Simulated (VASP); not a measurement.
# Mg5As in VASP: further runs

Runs on Mg5As. Level: PBE. Tasks: single point.

All numbers are computed with VASP 6.6.1; they aren't measurements. Logs are shortened: lines on timing, memory, paths and dates and some standing lists are left out, and cuts for length are marked.

### 1 The cell of the first run

It takes space group Amm2 (No. 38, orthorhombic). Conventional cell: a = 5.138 Å, b = 3.306 Å, c = 15.432 Å, α = 90.00°, β = 90.00°, γ = 90.00°. As (site symmetry mm2) has 10 Mg at 2.91 to 3.16 Å and 2 As at 3.31 Å within 3.8 Å. Mg (site symmetry mm2) has 2 As at 2.91 Å and 10 Mg at 3.14 to 3.31 Å within 3.8 Å. Within 4.0 Å of Mg (site symmetry mm2) lie 2 As at 3.04 Å and 10 Mg at 3.10 to 3.31 Å. Mg (site symmetry mm2) has 12 Mg at 3.07 to 3.31 Å within 4.0 Å. Within 3.9 Å of Mg (site symmetry mm2) lie 10 Mg at 2.98 to 3.31 Å and 2 As at 3.06 Å. Mg (site symmetry mm2) has 8 Mg at 2.98 to 3.31 Å and 4 As at 3.16 Å within 3.9 Å.

### 2 Single point, PBE

INCAR reads:

```
PREC = Accurate ; ENCUT = 520
EDIFF = 1E-7 ; ISMEAR = -1
SIGMA = 0.05 ; LREAL = False
LASPH = True ; NELM = 80
ALGO = Normal ; ISIF = 2
LWAVE = False ; LCHARG = False
GGA = PE ; NBANDS = 16
```

KPOINTS reads:

```
regular mesh
0
Gamma
  5 8 8
```

POSCAR reads:

```
Mg5As
1.0
    5.1384540000      0.0000000000      0.0000000000
    0.0000000000      1.6532460000      7.7157730000
    0.0000000000     -1.6532460000      7.7157730000
As Mg
1 5
Direct
    0.5000000000      0.7753970000      0.7753970000
    0.5000000000      0.1200700000      0.1200700000
    0.5000000000      0.4409280000      0.4409280000
    0.0000000000      0.0003210000      0.0003210000
    0.0000000000      0.6678800000      0.6678800000
    0.0000000000      0.3287330000      0.3287330000
```

Potentials or basis: VASP PAW PBE potentials, release 64 (As, Mg).

Launch:

```sh
$ cat potpaw_PBE.64/As/POTCAR potpaw_PBE.64/Mg/POTCAR > POTCAR
$ mpirun -np 1 vasp_std > vasp.out
```

OUTCAR:

```text
PREC = Accurate
   ENCUT = 520
   EDIFF = 1E-7
   ISMEAR = -1
   LREAL = False
   LASPH = True
   NELM = 80
   ISIF = 2
   GGA = PE

 ion  position               nearest neighbor table
   1  0.500  0.775  0.775-   2 2.91   2 2.91   3 3.04   3 3.04   5 3.06   5 3.06   6 3.16   6 3.16
                             6 3.16   6 3.16
   2  0.500  0.120  0.120-   1 2.91   1 2.91   5 3.14   5 3.14   5 3.14   5 3.14   4 3.16   4 3.16
                             3 3.22   3 3.22
   3  0.500  0.441  0.441-   1 3.04   1 3.04   6 3.10   6 3.10   4 3.19   4 3.19   4 3.19   4 3.19
                             2 3.22   2 3.22
   4  0.000  0.000  0.000-   5 3.07   5 3.07   6 3.12   6 3.12   2 3.16   2 3.16   3 3.19   3 3.19
                             3 3.19   3 3.19
   5  0.000  0.668  0.668-   6 2.98   6 2.98   1 3.06   1 3.06   4 3.07   4 3.07   2 3.14   2 3.14
                             2 3.14   2 3.14
   6  0.000  0.329  0.329-   5 2.98   5 2.98   3 3.10   3 3.10   4 3.12   4 3.12   1 3.16   1 3.16
                             1 3.16   1 3.16

  LATTYP: Found a base centered orthorhombic cell.
 ALAT       =     3.3064920000
 B/A-ratio  =     4.6670447108
 C/A-ratio  =     1.5540500325

  Lattice vectors:

 A1 = (   0.0000000000,   1.6532460000,  -7.7157730000)
 A2 = (   0.0000000000,   1.6532460000,   7.7157730000)
 A3 = (   5.1384540000,   0.0000000000,   0.0000000000)

Analysis of symmetry for initial positions (statically):
=====================================================================
 Subroutine PRICEL returns:
 Original cell was already a primitive cell.

 Routine SETGRP: Setting up the symmetry group for a
 base centered orthorhombic supercell.

 Subroutine GETGRP returns: Found  4 space group operations
 (whereof  4 operations were pure point group operations)
 out of a pool of  8 trial point group operations.

The static configuration has the point symmetry C_2v.

Analysis of symmetry for dynamics (positions and initial velocities):
=====================================================================
 Subroutine PRICEL returns:
 Original cell was already a primitive cell.

 Routine SETGRP: Setting up the symmetry group for a
 base centered orthorhombic supercell.

 Subroutine GETGRP returns: Found  4 space group operations
 (whereof  4 operations were pure point group operations)
 out of a pool of  8 trial point group operations.

The dynamic configuration has the point symmetry C_2v.

 Subroutine INISYM returns: Found  4 space group operations
[... 110 lines left out ...]
   NFREE  =      0    steps in history (QN), initial steepest desc. (CG)
   ISIF   =      2    stress and relaxation
   ISYM   =      2    0-nonsym 1-usesym 2-fastsym
   POTIM  = 0.5000    time-step for ionic-motion
   TEBEG  =    0.0;   TEEND  =   0.0 temperature during run
   PSTRESS=    0.0 pullay stress
   NELECT =      15.0000    total number of electrons
   NUPDOWN=      -1.0000    fix difference up-down
   EMIN   =  10.00;   EMAX   =-10.00  energy-range for DOS
   EFERMI =   0.00;   METHOD = LEGACY
   ISMEAR =    -1;   SIGMA  =   0.05  broadening in eV -4-tet -1-fermi 0-gaus
   EFERMI_NEDOS =   21; number of points for ismear=-14 and -15
   IALGO  =     38    algorithm
   IMIX   =      4    mixing-type and parameters
     AMIX     =   0.40;   BMIX     =  1.00
     AMIX_MAG =   1.60;   BMIX_MAG =  1.00
  volume/ion in A,a.u.               =      21.85       147.44
  Fermi-wavevector in a.u.,A,eV,Ry     =   0.794777  1.501911  8.594405  0.631671
  Thomas-Fermi vector in A             =   1.900976
   LORBIT       =      0    0 simple, 1 ext, 2 COOP (PROOUT), +10 PAW based schemes
   GGA     = PE    functional components
   LHFCALC =     F    Hartree Fock is set to
   AEXX    =    0.0000 exact exchange contribution
   IVDW    =     0    specifies the selected vdW correction
   LEPSILON=     F    determine dielectric tensor
   LRPA    =     F    only Hartree local field effects (RPA)
 non-spin polarized calculation
  energy-cutoff  :      520.00
  volume of cell :      131.09
 maximum number of plane-waves:      3558
 NGX is ok and might be reduce to    40
   NGX = 19   NGY = 29   NGZ = 29

 number of electron      15.0000000 magnetization

 Free energy of the ion-electron system (eV)
  ---------------------------------------------------
  ext. energy  EPLUGINS =         0.00000000
  ---------------------------------------------------
  free energy    TOTEN  =       -12.54574671 eV

  energy without entropy =      -12.51545946  energy(sigma->0) =      -12.53060309

 E-fermi :   3.3668     XC(G=0):  -8.8712

 val. band max:        3.3632592171   @ k =   0.4000  -0.2500   0.2500
 cond. band min:       3.3696157483   @ k =   0.2000  -0.2500   0.1250
 fundamental gap:      0.0063565312
 Fermi energy:         3.3667502724

 k-point     1 :       0.0000    0.0000    0.0000
  band No.  band energies     occupation
      1      -8.2188      2.00000
      2      -2.6891      2.00000
      3      -2.1391      2.00000
      4      -0.2140      2.00000
      5       0.5667      2.00000
      6       2.3572      2.00000
[... 433 lines left out ...]
      3      -1.3195      2.00000
      4      -0.1662      2.00000
      5       0.4181      2.00000
      6       1.2664      2.00000
[... 8 lines left out ...]
     15       8.3166      0.00000
     16       8.6755      0.00000

 [... further k-points ...]

------------------------ aborting loop because EDIFF is reached ----------------------------------------

  FORCE on cell =-STRESS in cart. coord.  units (eV):
  Direction    XX          YY          ZZ          XY          YZ          ZX
  --------------------------------------------------------------------------------------
  -------------------------------------------------------------------------------------
  Total       -0.4052645      0.1080319      0.0399045      0.0000000      0.0000000      0.0000000
  in kB       -4.9530161      1.3203326      0.4877005      0.0000000      0.0000000      0.0000000
  external PRESSURE =      -1.0483276 kB  Pullay stress =       0.0000000 kB

 VOLUME and BASIS-vectors are now :
 -----------------------------------------------------------------------------
  energy-cutoff  :      520.00
  volume of cell :      131.09
      direct lattice vectors                 reciprocal lattice vectors
     5.138454000  0.000000000  0.000000000     0.194611064  0.000000000  0.000000000
     0.000000000  1.653246000  7.715773000     0.000000000  0.302435330  0.064802321
     0.000000000 -1.653246000  7.715773000     0.000000000 -0.302435330  0.064802321

 POSITION                                       TOTAL-FORCE (eV/Angst)
 -----------------------------------------------------------------------------------
      2.56923      0.00000     11.96557         0.000000      0.000000      0.005127
      2.56923      0.00000      1.85287         0.000000      0.000000      0.012238
      2.56923      0.00000      6.80420         0.000000      0.000000      0.042702
      0.00000      0.00000      0.00495         0.000000      0.000000      0.006488
      0.00000      0.00000     10.30642         0.000000      0.000000     -0.096967
      0.00000      0.00000      5.07286         0.000000      0.000000      0.030413
 -----------------------------------------------------------------------------------
    total drift:                                0.000000      0.000000      0.000546

  FREE ENERGIE OF THE ION-ELECTRON SYSTEM (eV)
  ---------------------------------------------------
  free  energy   TOTEN  =       -12.5457467128 eV

  energy  without entropy=      -12.5154594636  energy(sigma->0) =      -12.53060309
```

OSZICAR:

```text
N       E                     dE             d eps       ncg     rms          rms(c)
DAV:   1     0.242835281999E+02    0.24284E+02   -0.46660E+03  2016   0.679E+02
DAV:   2    -0.104008014439E+02   -0.34684E+02   -0.31432E+02  2704   0.913E+01
DAV:   3    -0.128124097753E+02   -0.24116E+01   -0.23745E+01  2728   0.220E+01
DAV:   4    -0.128384987387E+02   -0.26089E-01   -0.26082E-01  2416   0.279E+00
DAV:   5    -0.128387643883E+02   -0.26565E-03   -0.26565E-03  2768   0.294E-01    0.285E+00
DAV:   6    -0.126002913664E+02    0.23847E+00   -0.57723E-01  2432   0.331E+00    0.164E+00
DAV:   7    -0.125642468374E+02    0.36045E-01   -0.11648E-01  2264   0.165E+00    0.104E+00
DAV:   8    -0.125471868736E+02    0.17060E-01   -0.19255E-02  2688   0.753E-01    0.201E-01
DAV:   9    -0.125458641700E+02    0.13227E-02   -0.14522E-03  2392   0.201E-01    0.733E-02
DAV:  10    -0.125457561637E+02    0.10801E-03   -0.30157E-04  2536   0.829E-02    0.240E-02
DAV:  11    -0.125457472455E+02    0.89183E-05   -0.40520E-05  2568   0.327E-02    0.560E-03
DAV:  12    -0.125457466981E+02    0.54739E-06   -0.41599E-06  2496   0.112E-02    0.146E-03
DAV:  13    -0.125457467128E+02   -0.14700E-07   -0.50877E-07  2488   0.391E-03
   1 F= -.12545747E+02 E0= -.12530603E+02  d E =-.302872E-01
```

stdout:

```text
POSCAR found type information on POSCAR AsMg
 POSCAR found :  2 types and       6 ions
 scaLAPACK will be used
 LDA part: xc-table for (Slater+PW92), standard interpolation
 POSCAR, INCAR and KPOINTS ok, starting setup
 FFT: planning ... GRIDC
 FFT: planning ... GRID_SOFT
 FFT: planning ... GRID
 WAVECAR not read
 entering main loop
```

Run time: 2.4 min. Hardware: 1 thread of Intel Xeon Platinum 8488C (Sapphire Rapids), shared host; peak memory 0.43 GiB.

Results:

```
Free energy            : -12.5457 eV
Pressure               : -0.1 GPa
Largest force          : 0.097 eV/Å
Band gap on the k mesh : zero (an odd number of electrons rules out a gap without spin polarisation)
```

Forces on the atoms (eV/Å):
```
As   0.000  0.000  0.005
Mg   0.000  0.000  0.012
Mg   0.000  0.000  0.043
Mg   0.000  0.000  0.006
Mg   0.000  0.000 -0.097
Mg   0.000  0.000  0.030
```

### 3 Single point, PBE (atoms moved at random)

INCAR reads:

```
PREC     = Accurate       # precision mode
ENCUT    = 520            # plane-wave cutoff, eV
EDIFF    = 1E-6           # SCF threshold, eV
ISMEAR   = -1             # smearing method
SIGMA    = 0.05           # smearing width, eV
LREAL    = False          # projectors in reciprocal space
LASPH    = True           # aspherical terms in the spheres
NELM     = 100            # most SCF steps
ALGO     = Fast           # electronic algorithm
ISIF     = 2              # what is computed and relaxed
LWAVE    = False          # write WAVECAR
LCHARG   = True           # write CHGCAR
GGA      = PE             # functional
LELF     = True           # ELF
LVHAR    = True         
NBANDS   = 16             # bands
```

KPOINTS is that of step 2.

POSCAR reads:

```
Mg5As
1.0
    5.1384540000      0.0000000000      0.0000000000
    0.0000000000      1.6532460000      7.7157730000
    0.0000000000     -1.6532460000      7.7157730000
As Mg
1 5
Direct
    0.5047490000      0.7958610000      0.7548570000
    0.5051830000      0.1089920000      0.1314420000
    0.5076080000      0.4444730000      0.4434890000
   -0.0052280000     -0.0028280000      0.0045520000
   -0.0028580000      0.6695530000      0.6734620000
    0.0092620000      0.3296490000      0.3233060000
```

Potentials or basis: VASP PAW PBE potentials, release 64 (As, Mg).

Launch:

```sh
$ cat potpaw_PBE.64/As/POTCAR potpaw_PBE.64/Mg/POTCAR > POTCAR
$ mpirun -np 1 vasp_std > vasp.out
```

It took 6.2 min on 1 thread of Intel Xeon Platinum 8488C (Sapphire Rapids), shared host; peak memory 0.6 GiB.

It converged, with:

```
Free energy            : -12.5145 eV
Pressure               : 0.0 GPa
Largest force          : 0.389 eV/Å
Band gap on the k mesh : zero (an odd number of electrons rules out a gap without spin polarisation)
```

Forces in eV/Å, atoms in the order of the input:
```
As  -0.024 -0.066  0.056
Mg  -0.136  0.084  0.051
Mg  -0.111 -0.024 -0.080
Mg   0.177  0.024  0.022
Mg   0.089  0.006 -0.379
Mg   0.005 -0.023  0.330
```

Stress tensor (GPa, compression positive):
```
-0.52 -0.01  0.18
-0.01  0.25 -0.22
 0.18 -0.22  0.27
```

Levels at points of the mesh, in eV from the Fermi level:
| k point | band 5 | band 6 | band 7 | band 8 | band 9 | band 10 |
| --- | --- | --- | --- | --- | --- | --- |
| (0.00, 0.00, 0.00) | -2.88 | -0.96 | -0.46 | 0.14 | 0.43 | 1.40 |
| (0.00, 0.50, 0.00) | -1.78 | -1.68 | -1.01 | 0.23 | 0.55 | 1.40 |
| (0.00, 0.00, 0.50) | -1.78 | -1.70 | -1.05 | 0.26 | 0.62 | 1.38 |
| (0.00, 0.50, 0.50) | -3.24 | -1.54 | -1.17 | -0.79 | 1.39 | 2.28 |

Caveat: the cell differs from its parent crystal (atoms moved at random).
